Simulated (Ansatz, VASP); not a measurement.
## AlN in VASP and in Ansatz

```xyz
8
Lattice="4.4025 0.0000 0.0000 0.0000 -4.4025 0.0000 0.0000 0.0000 -4.4025" Properties=species:S:1:pos:R:3 pbc="T T T"
Al   -0.3564   -0.1260    0.3564
Al    2.2013   -2.2013    0.0000
Al    2.2013    0.0000   -2.2013
Al    0.0000   -2.2013   -2.2013
N     3.3019   -3.3019   -3.3019
N     1.1006   -1.1006   -3.3019
N     1.1006   -3.3019   -1.1006
N     3.3019   -1.1006   -1.1006
```

Alike in both runs: task single point; functional PBE; k mesh 6 × 6 × 6; occupations gaussian, width 0.05 eV; no spin polarisation.

```csv
,VASP,Ansatz
version,VASP 6.6.1,Ansatz 0.2.0
potentials or method,"VASP PAW PBE potentials, release 64 (Al, N), cutoff 520 eV","scalar-relativistic, plane waves, PAW"
valence electrons in the cell,32,32
```

|  | VASP | Ansatz | Ansatz less VASP |
| --- | --- | --- | --- |
| gap on the k mesh at the Fermi level (eV) | 0.32 | 0.32 | +0.006 |
| least direct gap on the mesh (eV) | 0.40 | 0.41 | +0.008 |
| pressure (GPa) | 6.3 | 6.4 | +0.13 |
| traceless stress, the component that is largest in VASP (GPa) | 6.07 | 6.06 | -0.011 |
| rms of the force components (eV/Å) | 2.476 | 2.470 | -0.0059 |

Atom by atom the forces differ by 0.009 eV/Å (rms over components).
